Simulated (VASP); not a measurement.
# LiCaF3 (P4/mbm) in VASP: further runs, part 2 of 3

VASP 6.6.1.

### Step 3. Single point, PBE

This run uses another cell than the first one, of 11.80 Å³/atom.

Contents of INCAR:

```
ALGO = Normal
EDIFF = 1E-6
ENCUT = 520
GGA = PE
ISIF = 2
ISMEAR = 0
LASPH = True
LCHARG = False
LREAL = False
LWAVE = False
NBANDS = 45
NELM = 80
PREC = Accurate
SIGMA = 0.1
```

Contents of KPOINTS:

```
k-points
0
Gamma
  4 4 4
```

Contents of POSCAR:

```
LiCaF3
1.0
    5.5056886100      0.0000000000      0.0000000000
    0.0000000000      5.5056886100      0.0000000000
    0.0000000000      0.0000000000      3.8931097500
Li Ca F
2 2 6
Direct
    0.5000000000      0.5000000000      0.0000000000
    0.0000000000      0.0000000000      0.0000000000
    0.0000000000      0.5000000000      0.5000000000
    0.5000000000      0.0000000000      0.5000000000
    0.7752275100      0.2752275100      0.0000000000
    0.7247724900      0.7752275100      0.0000000000
    0.5000000000      0.5000000000      0.5000000000
    0.2247724900      0.7247724900      0.0000000000
    0.2752275100      0.2247724900      0.0000000000
    0.0000000000      0.0000000000      0.5000000000
```

Potentials or basis: VASP PAW PBE potentials, release 64 (Li_sv, Ca_sv, F).

Launch:

```console
> cat potpaw_PBE.64/Li_sv/POTCAR potpaw_PBE.64/Ca_sv/POTCAR potpaw_PBE.64/F/POTCAR > POTCAR
> mpirun -np 1 vasp_std > vasp.out
```

OUTCAR:

```text
EDIFF = 1E-6
   ENCUT = 520
   GGA = PE
   ISIF = 2
   ISMEAR = 0
   LASPH = True
   LREAL = False
   NELM = 80
   PREC = Accurate

 ion  position               nearest neighbor table
   1  0.500  0.500  0.000-   7 1.95   7 1.95   5 1.96   8 1.96   9 1.96   6 1.96
   2  0.000  0.000  0.000-  10 1.95  10 1.95   8 1.96   9 1.96   5 1.96   6 1.96
   3  0.000  0.500  0.500-
   4  0.500  0.000  0.500-
   5  0.775  0.275  0.000-   1 1.96   2 1.96
   6  0.725  0.775  0.000-   1 1.96   2 1.96
   7  0.500  0.500  0.500-   1 1.95   1 1.95
   8  0.225  0.725  0.000-   1 1.96   2 1.96
   9  0.275  0.225  0.000-   1 1.96   2 1.96
  10  0.000  0.000  0.500-   2 1.95   2 1.95

  LATTYP: Found a simple tetragonal cell.
 ALAT       =     5.5056886100
 C/A-ratio  =     0.7071067810

  Lattice vectors:

 A1 = (   5.5056886100,   0.0000000000,   0.0000000000)
 A2 = (   0.0000000000,   5.5056886100,   0.0000000000)
 A3 = (   0.0000000000,   0.0000000000,   3.8931097500)

Analysis of symmetry for initial positions (statically):
[... 192 lines left out ...]
 k-point     1 :       0.0000    0.0000    0.0000
  band No.  band energies     occupation
      1     -41.0092      2.00000
      2     -41.0053      2.00000
      3     -38.6981      2.00000
      4     -38.6878      2.00000
      5     -20.5386      2.00000
      6     -20.3887      2.00000
[... 853 lines left out ...]
     44       8.0097      0.00000
     45      10.7328      0.00000

------------------------ aborting loop because EDIFF is reached ----------------------------------------

  FORCE on cell =-STRESS in cart. coord.  units (eV):
  Direction    XX          YY          ZZ          XY          YZ          ZX
  --------------------------------------------------------------------------------------
  -------------------------------------------------------------------------------------
  Total       -4.6556234     -4.6556234     -5.0230141      0.0000000     -0.0000000      0.0000000
  in kB      -63.2074814    -63.2074814    -68.1953936      0.0000000     -0.0000000      0.0000000
  external PRESSURE =     -64.8701188 kB  Pullay stress =       0.0000000 kB

 VOLUME and BASIS-vectors are now :
 -----------------------------------------------------------------------------
  energy-cutoff  :      520.00
  volume of cell :      118.01
      direct lattice vectors                 reciprocal lattice vectors
     5.505688610  0.000000000  0.000000000     0.181630323  0.000000000  0.000000000
     0.000000000  5.505688610  0.000000000     0.000000000  0.181630323  0.000000000
     0.000000000  0.000000000  3.893109750     0.000000000  0.000000000  0.256864066

 POSITION                                       TOTAL-FORCE (eV/Angst)
 -----------------------------------------------------------------------------------
      2.75284      2.75284      0.00000        -0.000000      0.000000      0.000000
      0.00000      0.00000      0.00000        -0.000000      0.000000      0.000000
      0.00000      2.75284      1.94655        -0.000000      0.000000      0.000000
      2.75284      0.00000      1.94655        -0.000000      0.000000      0.000000
      4.26816      1.51532      0.00000         0.296907      0.296907      0.000000
      3.99037      4.26816      0.00000        -0.296907      0.296907     -0.000000
      2.75284      2.75284      1.94655        -0.000000      0.000000      0.000000
      1.23753      3.99037      0.00000        -0.296907     -0.296907      0.000000
      1.51532      1.23753      0.00000         0.296907     -0.296907      0.000000
      0.00000      0.00000      1.94655        -0.000000      0.000000      0.000000
 -----------------------------------------------------------------------------------
    total drift:                                0.000000     -0.000000     -0.000000

  FREE ENERGIE OF THE ION-ELECTRON SYSTEM (eV)
  ---------------------------------------------------
  free  energy   TOTEN  =       -52.1144268710 eV

  energy  without entropy=      -52.1144268710  energy(sigma->0) =      -52.11442687
```

It took 2.7 min on 1 thread of Oxide Virtual Turin-like, shared host; peak memory 0.22 GiB.

What came out:

```yaml
Free_energy: -52.1144 eV
Largest_force: 0.420 eV/Å
Band_gap_on_the_k_mesh: 6.18 eV (least direct gap 6.27 eV)
```

Forces in eV/Å, atoms in the order of the input:
```
Li   0.000  0.000  0.000
Li   0.000  0.000  0.000
Ca   0.000  0.000  0.000
Ca   0.000  0.000  0.000
F    0.297  0.297  0.000
F   -0.297  0.297  0.000
F    0.000  0.000  0.000
F   -0.297 -0.297  0.000
F    0.297 -0.297  0.000
F    0.000  0.000  0.000
```

Caveat: the cutoff is under 1.25 times the usual one of these potentials, so pressure, stress and relaxed cells hold a basis-set (Pulay) error.

### Step 4. Single point, PBE

Contents of INCAR:

```
ALGO     = Normal         # electronic algorithm
EDIFF    = 1E-7           # SCF threshold, eV
ENCUT    = 520            # plane-wave cutoff, eV
GGA      = PE             # functional
ISIF     = 2              # what is computed and relaxed
ISMEAR   = 0              # smearing method
LASPH    = True           # aspherical terms in the spheres
LCHARG   = False          # write CHGCAR
LREAL    = False          # projectors in reciprocal space
LWAVE    = False          # write WAVECAR
NBANDS   = 45             # bands
NELM     = 60             # most SCF steps
PREC     = Accurate       # precision mode
SIGMA    = 0.02           # smearing width, eV
```

Contents of KPOINTS:

```
k-points
0
Gamma
  4 4 6
```

Contents of POSCAR:

```
LiCaF3
1.0
    5.4037501908      0.0000000000      0.0000000000
    0.0000000000      5.4037501908      0.0000000000
    0.0000000000      0.0000000000      3.8016994446
Li Ca F
2 2 6
Direct
    0.5000000000      0.5000000000      0.0000000000
    0.0000000000      0.0000000000      0.0000000000
    0.0000000000      0.5000000000      0.5000000000
    0.5000000000      0.0000000000      0.5000000000
    0.8228219395      0.3228219395      0.0000000000
    0.6771780605      0.8228219395      0.0000000000
    0.5000000000      0.5000000000      0.5000000000
    0.1771780605      0.6771780605      0.0000000000
    0.3228219395      0.1771780605      0.0000000000
    0.0000000000      0.0000000000      0.5000000000
```

Potentials or basis: VASP PAW PBE potentials, release 64 (Li_sv, Ca_sv, F).

Launch:

```console
> cat potpaw_PBE.64/Li_sv/POTCAR potpaw_PBE.64/Ca_sv/POTCAR potpaw_PBE.64/F/POTCAR > POTCAR
> mpirun -np 1 vasp_std > vasp.out
```

OUTCAR:

```text
EDIFF = 1E-7
   ENCUT = 520
   GGA = PE
   ISIF = 2
   ISMEAR = 0
   LASPH = True
   LREAL = False
   NELM = 60
   PREC = Accurate

 ion  position               nearest neighbor table
   1  0.500  0.500  0.000-   7 1.90   7 1.90   5 1.99   8 1.99   9 1.99   6 1.99
   2  0.000  0.000  0.000-  10 1.90  10 1.90   8 1.99   9 1.99   5 1.99   6 1.99
   3  0.000  0.500  0.500-   5 2.33   8 2.33   5 2.33   8 2.33
   4  0.500  0.000  0.500-   6 2.33   9 2.33   6 2.33   9 2.33
   5  0.823  0.323  0.000-   1 1.99   2 1.99   3 2.33   3 2.33
   6  0.677  0.823  0.000-   1 1.99   2 1.99   4 2.33   4 2.33
[... 1373 lines left out ...]
  external PRESSURE =      -0.2488641 kB  Pullay stress =       0.0000000 kB

 VOLUME and BASIS-vectors are now :
 -----------------------------------------------------------------------------
  energy-cutoff  :      520.00
  volume of cell :      111.01
      direct lattice vectors                 reciprocal lattice vectors
     5.403750191  0.000000000  0.000000000     0.185056667  0.000000000  0.000000000
     0.000000000  5.403750191  0.000000000     0.000000000  0.185056667  0.000000000
     0.000000000  0.000000000  3.801699445     0.000000000  0.000000000  0.263040257

 POSITION                                       TOTAL-FORCE (eV/Angst)
 -----------------------------------------------------------------------------------
      2.70188      2.70188      0.00000        -0.000000      0.000000      0.000000
      0.00000      0.00000      0.00000        -0.000000      0.000000      0.000000
      0.00000      2.70188      1.90085        -0.000000      0.000000      0.000000
      2.70188      0.00000      1.90085        -0.000000      0.000000      0.000000
      4.44632      1.74445      0.00000        -0.023686     -0.023686     -0.000000
      3.65930      4.44632      0.00000         0.023686     -0.023686      0.000000
      2.70188      2.70188      1.90085        -0.000000      0.000000      0.000000
      0.95743      3.65930      0.00000         0.023686      0.023686      0.000000
      1.74445      0.95743      0.00000        -0.023686      0.023686     -0.000000
      0.00000      0.00000      1.90085        -0.000000      0.000000      0.000000
 -----------------------------------------------------------------------------------
    total drift:                                0.000000      0.000000      0.000000

  FREE ENERGIE OF THE ION-ELECTRON SYSTEM (eV)
  ---------------------------------------------------
  free  energy   TOTEN  =       -52.8415391920 eV

  energy  without entropy=      -52.8415391920  energy(sigma->0) =      -52.84153919
```

OSZICAR:

```text
N       E                     dE             d eps       ncg     rms          rms(c)
DAV:   1     0.706658560322E+03    0.70666E+03   -0.36212E+04  2160   0.158E+03
DAV:   2    -0.979677771989E+00   -0.70764E+03   -0.68599E+03  2675   0.448E+02
DAV:   3    -0.526127013959E+02   -0.51633E+02   -0.51445E+02  2603   0.122E+02
DAV:   4    -0.567946178669E+02   -0.41819E+01   -0.41723E+01  3819   0.241E+01
DAV:   5    -0.569318101317E+02   -0.13719E+00   -0.13718E+00  2798   0.434E+00    0.133E+01
DAV:   6    -0.528508269309E+02    0.40810E+01   -0.17290E+01  2529   0.194E+01    0.498E+00
DAV:   7    -0.528507733442E+02    0.53587E-04   -0.10167E+00  3108   0.438E+00    0.278E+00
DAV:   8    -0.528398159131E+02    0.10957E-01   -0.19783E-01  2551   0.278E+00    0.545E-01
DAV:   9    -0.528399055662E+02   -0.89653E-04   -0.54311E-02  3220   0.131E+00    0.246E-01
DAV:  10    -0.528413734011E+02   -0.14678E-02   -0.80247E-03  2760   0.507E-01    0.713E-02
DAV:  11    -0.528415334084E+02   -0.16001E-03   -0.58715E-04  3140   0.128E-01    0.285E-02
DAV:  12    -0.528415392765E+02   -0.58681E-05   -0.46626E-05  2978   0.423E-02    0.103E-02
DAV:  13    -0.528415391327E+02    0.14380E-06   -0.11904E-05  2842   0.248E-02    0.468E-03
DAV:  14    -0.528415389941E+02    0.13862E-06   -0.15979E-06  2984   0.968E-03    0.175E-03
DAV:  15    -0.528415391005E+02   -0.10644E-06   -0.44704E-07  2192   0.390E-03    0.103E-03
DAV:  16    -0.528415392048E+02   -0.10423E-06   -0.79964E-08  1573   0.211E-03    0.347E-04
DAV:  17    -0.528415391920E+02    0.12741E-07   -0.31329E-08  1285   0.109E-03
   1 F= -.52841539E+02 E0= -.52841539E+02  d E =-.872045E-32
```

stdout:

```text
POSCAR found type information on POSCAR LiCaF
 POSCAR found :  3 types and      10 ions
 scaLAPACK will be used
 LDA part: xc-table for (Slater+PW92), standard interpolation
 POSCAR, INCAR and KPOINTS ok, starting setup
 FFT: planning ... GRIDC
 FFT: planning ... GRID_SOFT
 FFT: planning ... GRID
 WAVECAR not read
 entering main loop
```

Wall time 1.9 min (1 thread of Oxide Virtual Turin-like, shared host); peak memory 0.22 GiB.

Results:

```
Free energy            : -52.8415 eV
Largest force          : 0.033 eV/Å
Band gap on the k mesh : 6.77 eV
```

Forces in eV/Å, atoms in the order of the input:
```
Li   0.000  0.000  0.000
Li   0.000  0.000  0.000
Ca   0.000  0.000  0.000
Ca   0.000  0.000  0.000
F   -0.024 -0.024  0.000
F    0.024 -0.024  0.000
F    0.000  0.000  0.000
F    0.024  0.024  0.000
F   -0.024  0.024  0.000
F    0.000  0.000  0.000
```

Caveat: the cutoff is under 1.25 times the usual one of these potentials, so pressure, stress and relaxed cells hold a basis-set (Pulay) error. A k mesh can miss the band edges.

(Part 2 of 3 ends here.)
